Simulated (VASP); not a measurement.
# Si (Fm-3m) in VASP: elastic constants with PBE

Aim: the elastic constants of Si with PBE.

All numbers are computed with VASP 6.6.1; they aren't measurements. Logs are shortened: lines on timing, memory, paths and dates and some standing lists are left out, and cuts for length are marked.

## (1) The cell of the first run

Symmetry: Fm-3m, No. 225, cubic system. The conventional cell has a = 3.867 Å, b = 3.867 Å, c = 3.867 Å, α = 90.00°, β = 90.00°, γ = 90.00°. Si (site symmetry m-3m) has 12 Si at 2.73 Å within 3.6 Å.

This isn't the form of Si at room conditions, which is diamond.

## (2) Elastic constants, PBE

The input, INCAR:

```
SYSTEM = Si
PREC = Accurate ; ENCUT = 600
EDIFF = 1E-8 ; ISMEAR = -1
SIGMA = 0.05 ; LREAL = .FALSE.
LASPH = .TRUE. ; NELM = 100
ALGO = Normal ; ISIF = 3
LWAVE = .FALSE. ; LCHARG = .TRUE.
GGA = PE ; IBRION = 6
NFREE = 2 ; POTIM = 0.015
NSW = 1
```

The input, KPOINTS:

```
regular mesh
0
G
  22 22 22
  0 0 0
```

The input, POSCAR:

```
Si
1.0
    0.0000000000      1.9337498462      1.9337498462
    1.9337498462      0.0000000000      1.9337498462
    1.9337498462      1.9337498462      0.0000000000
Si
1
Direct
    0.0000000000      0.0000000000      0.0000000000
```

Potentials or basis: VASP PAW PBE potentials, release 64 (Si).

Run with:

```console
> cat potpaw_PBE.64/Si/POTCAR > POTCAR
> mpirun -np 1 vasp_std > vasp.out
```

OUTCAR:

```text
SYSTEM = Si
   PREC = Accurate
   ENCUT = 600
   EDIFF = 1E-8
   ISMEAR = -1
   LREAL = .FALSE.
   LASPH = .TRUE.
   NELM = 100
   ISIF = 3
   GGA = PE
   IBRION = 6
   NFREE = 2
   POTIM = 0.015
   NSW = 1

 ion  position               nearest neighbor table
   1  0.000  0.000  0.000-

  LATTYP: Found a face centered cubic cell.
 ALAT       =     3.8674996924

  Lattice vectors:

 A1 = (   0.0000000000,   1.9337498462,   1.9337498462)
 A2 = (   1.9337498462,   0.0000000000,   1.9337498462)
 A3 = (   1.9337498462,   1.9337498462,   0.0000000000)

Analysis of symmetry for initial positions (statically):
=====================================================================
 Subroutine PRICEL returns:
 Original cell was already a primitive cell.

 Routine SETGRP: Setting up the symmetry group for a
 face centered cubic supercell.

 Subroutine GETGRP returns: Found 48 space group operations
 (whereof 48 operations were pure point group operations)
 out of a pool of 48 trial point group operations.

The static configuration has the point symmetry O_h .

Analysis of symmetry for dynamics (positions and initial velocities):
=====================================================================
 Subroutine PRICEL returns:
 Original cell was already a primitive cell.

 Routine SETGRP: Setting up the symmetry group for a
 face centered cubic supercell.

 Subroutine GETGRP returns: Found 48 space group operations
 (whereof 48 operations were pure point group operations)
 out of a pool of 48 trial point group operations.

The dynamic configuration has the point symmetry O_h .

 Subroutine INISYM returns: Found 48 space group operations
 (whereof 48 operations are pure point group operations),
 and found     1 'primitive' translations

----------------------------------------------------------------------------------------

                                     Primitive cell

  volume of cell :      14.4621

  direct lattice vectors                    reciprocal lattice vectors
     0.000000000  1.933749846  1.933749846    -0.258564985  0.258564985  0.258564985
     1.933749846  0.000000000  1.933749846     0.258564985 -0.258564985  0.258564985
     1.933749846  1.933749846  0.000000000     0.258564985  0.258564985 -0.258564985

  length of vectors
     2.734735259  2.734735259  2.734735259     0.447847691  0.447847691  0.447847691

  position of ions in fractional coordinates (direct lattice)
     0.000000000  0.000000000  0.000000000

  ion indices of the primitive-cell ions
   primitive index   ion index
                 1           1

----------------------------------------------------------------------------------------

 KPOINTS: regular mesh

Automatic generation of k-mesh.
 Grid dimensions read from file:
 generate k-points for:   22   22   22

 Generating k-lattice:

  Cartesian coordinates                     Fractional coordinates (reciprocal lattice)
    -0.011752954  0.011752954  0.011752954     0.045454545  0.000000000  0.000000000
     0.011752954 -0.011752954  0.011752954     0.000000000  0.045454545  0.000000000
     0.011752954  0.011752954 -0.011752954     0.000000000  0.000000000  0.045454545

  Length of vectors
     0.020356713  0.020356713  0.020356713

  Shift w.r.t. Gamma in fractional coordinates (k-lattice)
     0.000000000  0.000000000  0.000000000
[... 80 lines left out ...]
   LEPSILON=     F    determine dielectric tensor
   LRPA    =     F    only Hartree local field effects (RPA)
 finite differences with symmetry
 non-spin polarized calculation
  energy-cutoff  :      600.00
  volume of cell :       14.46
 maximum number of plane-waves:       531
 NGX is ok and might be reduce to    24
   NGX = 11   NGY = 11   NGZ = 11

--------------------------------------- Ionic step        1  -------------------------------------------

 number of electron       4.0000000 magnetization

 Free energy of the ion-electron system (eV)
  ---------------------------------------------------
  ext. energy  EPLUGINS =         0.00000000
  ---------------------------------------------------
  free energy    TOTEN  =        -4.88944338 eV

  energy without entropy =       -4.88602265  energy(sigma->0) =       -4.88773301

------------------------ aborting loop because EDIFF is reached ----------------------------------------

  FORCE on cell =-STRESS in cart. coord.  units (eV):
  Direction    XX          YY          ZZ          XY          YZ          ZX
  --------------------------------------------------------------------------------------
  -------------------------------------------------------------------------------------
  Total       -0.0006452     -0.0006452     -0.0006452      0.0000000      0.0000000      0.0000000
  in kB       -0.0714816     -0.0714816     -0.0714816      0.0000000      0.0000000      0.0000000
  external PRESSURE =      -0.0714816 kB  Pullay stress =       0.0000000 kB
[... 86 lines left out ...]
  FREE ENERGIE OF THE ION-ELECTRON SYSTEM (eV)
  ---------------------------------------------------
  free  energy   TOTEN  =        -4.8886079470 eV

  energy  without entropy=       -4.8852070425  energy(sigma->0) =       -4.88690749

 E-fermi :   9.9650     XC(G=0): -11.1371

 val. band max:        9.9604477115   @ k =   0.3636   0.0000   0.1818
 cond. band min:       9.9734029694   @ k =  -0.3182   0.4091   0.1818
 fundamental gap:      0.0129552578
 Fermi energy:         9.9649553615

 k-point     1 :       0.0000    0.0000    0.0000
  band No.  band energies     occupation
      1      -4.3401      2.00000
      2      20.9410      0.00000
      3      20.9410      0.00000
      4      20.9605      0.00000
      5      21.9217      0.00000
      6      21.9217      0.00000
[... 199 lines left out ...]
 k-point    24 :      -0.4545    0.0455    0.0000
  band No.  band energies     occupation
      1       1.9380      2.00000
      2       3.7409      2.00000
      3      17.3252      0.00000
      4      18.4276      0.00000
      5      20.8075      0.00000
      6      21.2622      0.00000

 [... further k-points ...]

[... ionic steps 4 to 12 ...]

--------------------------------------- Ionic step       13  -------------------------------------------

 number of electron       4.0000000 magnetization

------------------------ aborting loop because EDIFF is reached ----------------------------------------
[... 65 lines left out ...]
--------------------------------------- Ionic step       15  -------------------------------------------

 number of electron       4.0000000 magnetization

 Free energy of the ion-electron system (eV)
  ---------------------------------------------------
  ext. energy  EPLUGINS =         0.00000000
  ---------------------------------------------------
  free energy    TOTEN  =        -4.88944343 eV

  energy without entropy =       -4.88602270  energy(sigma->0) =       -4.88773306

 E-fermi :  10.1508     XC(G=0): -11.1973

 val. band max:       10.1139865048   @ k =  -0.4091   0.3636   0.1364
 cond. band min:      10.1650361035   @ k =  -0.3182   0.2727   0.0455
 fundamental gap:      0.0510495987
 Fermi energy:        10.1507996449

 k-point     1 :       0.0000    0.0000    0.0000
  band No.  band energies     occupation
      1      -4.2817      2.00000
      2      21.3228      0.00000
      3      21.3228      0.00000
      4      21.3228      0.00000
      5      22.1076      0.00000
      6      22.1076      0.00000
[... 235 lines left out ...]
  FREE ENERGIE OF THE ION-ELECTRON SYSTEM (eV)
  ---------------------------------------------------
  free  energy   TOTEN  =        -4.8894434252 eV

  energy  without entropy=       -4.8860226974  energy(sigma->0) =       -4.88773306

 INTERNAL STRAIN TENSORS FROM STRAINED CELLS
 ============================================

 INTERNAL STRAIN TENSOR FOR ION    1 for displacements in x,y,z  (eV/Angst):
          X           Y           Z          XY          YZ          ZX
  --------------------------------------------------------------------------------
  x     0.00000     0.00000    -0.00000     0.00000    -0.00000    -0.00000
  y     0.00000     0.00000     0.00000     0.00000     0.00000     0.00000
  z     0.00000    -0.00000     0.00000     0.00000     0.00000     0.00000

 INTERNAL STRAIN TENSORS FROM DISPLACED ATOMS
 ============================================

 INTERNAL STRAIN TENSOR FOR ION    1 for displacements in x,y,z  (eV/Angst):
          X           Y           Z          XY          YZ          ZX
  --------------------------------------------------------------------------------
  x     0.00000     0.00000     0.00000     0.00000     0.00000     0.00000
  y     0.00000     0.00000     0.00000     0.00000     0.00000     0.00000
  z     0.00000     0.00000     0.00000     0.00000     0.00000     0.00000

 Eigenvectors and eigenvalues of the dynamical matrix
 ----------------------------------------------------

   1 f/i=    0.000000 THz     0.000000 2PiTHz    0.000000 cm-1     0.000000 meV
             X         Y         Z           dx          dy          dz
      0.000000  0.000000  0.000000    -0.358979   -0.933346    0.000000

   2 f/i=    0.000000 THz     0.000000 2PiTHz    0.000000 cm-1     0.000000 meV
             X         Y         Z           dx          dy          dz
      0.000000  0.000000  0.000000     0.933346   -0.358979    0.000000

   3 f/i=    0.000000 THz     0.000000 2PiTHz    0.000000 cm-1     0.000000 meV
             X         Y         Z           dx          dy          dz
      0.000000  0.000000  0.000000     0.000000    0.000000    1.000000

--------------------------------------------------------------------------------------------------------

 ELASTIC MODULI CONTR FROM IONIC RELAXATION (kBar)
 Direction    XX          YY          ZZ          XY          YZ          ZX
 --------------------------------------------------------------------------------
 XX           0.0000      0.0000      0.0000      0.0000      0.0000      0.0000
 YY           0.0000      0.0000      0.0000      0.0000      0.0000      0.0000
 ZZ           0.0000      0.0000      0.0000      0.0000      0.0000      0.0000
 XY           0.0000      0.0000      0.0000      0.0000      0.0000      0.0000
 YZ           0.0000      0.0000      0.0000      0.0000      0.0000      0.0000
 ZX           0.0000      0.0000      0.0000      0.0000      0.0000      0.0000
 --------------------------------------------------------------------------------

 TOTAL ELASTIC MODULI (kBar)
 Direction    XX          YY          ZZ          XY          YZ          ZX
 --------------------------------------------------------------------------------
 XX         902.1544    784.4514    784.4514     -0.0000      0.0000      0.0000
 YY         784.4514    902.1544    784.4514     -0.0000      0.0000     -0.0000
 ZZ         784.4514    784.4514    902.1544      0.0000      0.0000     -0.0000
 XY          -0.0000     -0.0000      0.0000     16.8153      0.0000      0.0000
 YZ           0.0000      0.0000      0.0000      0.0000     16.8153      0.0000
 ZX           0.0000     -0.0000     -0.0000      0.0000      0.0000     16.8153
 --------------------------------------------------------------------------------
```

Run time: 16 min. Hardware: 1 thread of Intel Xeon 8259CL, shared host; peak memory 0.61 GiB.

What came out:

* Elastic constants C11, C12, C44: 90, 78, 2 GPa
* Voigt bulk modulus: 82 GPa

Elastic tensor in Voigt notation (GPa, in the Cartesian axes of the cell as first typed):
```
90 78 78  0  0  0
78 90 78  0  0  0
78 78 90  0  0  0
 0  0  0  2  0  0
 0  0  0  0  2  0
 0  0  0  0  0  2
```

Clamped-ion elastic tensor (GPa):
```
90 78 78  0  0  0
78 90 78  0  0  0
78 78 90  0  0  0
 0  0  0  2  0  0
 0  0  0  0  2  0
 0  0  0  0  0  2
```
